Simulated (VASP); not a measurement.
Set up this calculation in VASP 6.6.1, as the native input.

- Task: single point
- Functional: r2SCAN
- Potentials or basis: VASP PAW PBE potentials, release 64 (Mn_pv, S)
- Cutoff: 520 eV
- k mesh: 12 × 12 × 12
- Occupations: gaussian, width 0.05 eV
- Spin: collinear spin, ferromagnetic start
- Starting moments: [4.91, 0.0] μB
- Dipole correction: no
- Further INCAR settings: ALGO = Normal; EDIFF = 1e-06; NBANDS = 20

The system is MnS.

```
CELL_PARAMETERS angstrom
0.00000 2.61005 2.61005
2.61005 0.00000 2.61005
2.61005 2.61005 0.00000
ATOMIC_POSITIONS crystal
Mn 0.00000 0.00000 0.00000
S 0.50000 0.50000 0.50000
```

These files were run (other wordings do the same):

POSCAR

```
MnS
1.0
    0.0000000000      2.6100487641      2.6100487641
    2.6100487641      0.0000000000      2.6100487641
    2.6100487641      2.6100487641      0.0000000000
Mn S
1 1
Direct
    0.0000000000      0.0000000000      0.0000000000
    0.5000000000      0.5000000000      0.5000000000
```

INCAR.step1

```
  PREC = Accurate
  ENCUT = 520
  ISMEAR = 0
  SIGMA = 0.05
  LREAL = F
  LASPH = T
  NELM = 150
  ISPIN = 2
  MAGMOM = 4.91 0
  LMAXMIX = 4
  NBANDS = 20
  GGA = PE
  ALGO = Normal
  EDIFF = 1E-4
  LWAVE = T
  LCHARG = F
```

INCAR.step2

```
  PREC = Accurate
  ENCUT = 520
  EDIFF = 1E-6
  ISMEAR = 0
  SIGMA = 0.05
  LREAL = F
  LASPH = T
  NELM = 150
  ALGO = Normal
  ISIF = 2
  LWAVE = F
  LCHARG = T
  ISPIN = 2
  MAGMOM = 4.91 0
  LORBIT = 11
  LMAXMIX = 4
  METAGGA = R2SCAN
  LMIXTAU = T
  LELF = T
  LVHAR = T
  NBANDS = 20
  ISTART = 1
```

KPOINTS

```
Automatic mesh
0
Gamma
  12 12 12
```

Potentials or basis: VASP PAW PBE potentials, release 64 (Mn_pv, S).

The run is started by

```sh
$ cat potpaw_PBE.64/Mn_pv/POTCAR potpaw_PBE.64/S/POTCAR > POTCAR
$ cp INCAR.step1 INCAR
$ mpirun -np 1 vasp_std > vasp.out
$ cp INCAR.step2 INCAR
$ mpirun -np 1 vasp_std > vasp.out
```

It gave:

```
Pressure                                              : 0.1 GPa
Band gap on the k mesh                                : zero (filled and empty bands overlap)
Net moment                                            : 4.99 μB per cell
Site moments                                          : Mn +4.50; S +0.14 μB
Valence electrons inside the program's atomic spheres : Mn 11.27; S 3.79
```

Caveat: the PAW data sets were made with another functional, which shifts forces and pressure a little; a cell with one magnetic atom can't hold antiferromagnetic order, which such compounds often take; semilocal functionals often make such compounds metallic where correlation or magnetic order opens a gap, which also shifts bond lengths.

Wall time 6 min on 1 thread of Intel(R) Xeon(R) Platinum 8259CL CPU @ 2.50GHz (Skylake/Cascade Lake), with other jobs on the host, peak memory 0.23 GiB.
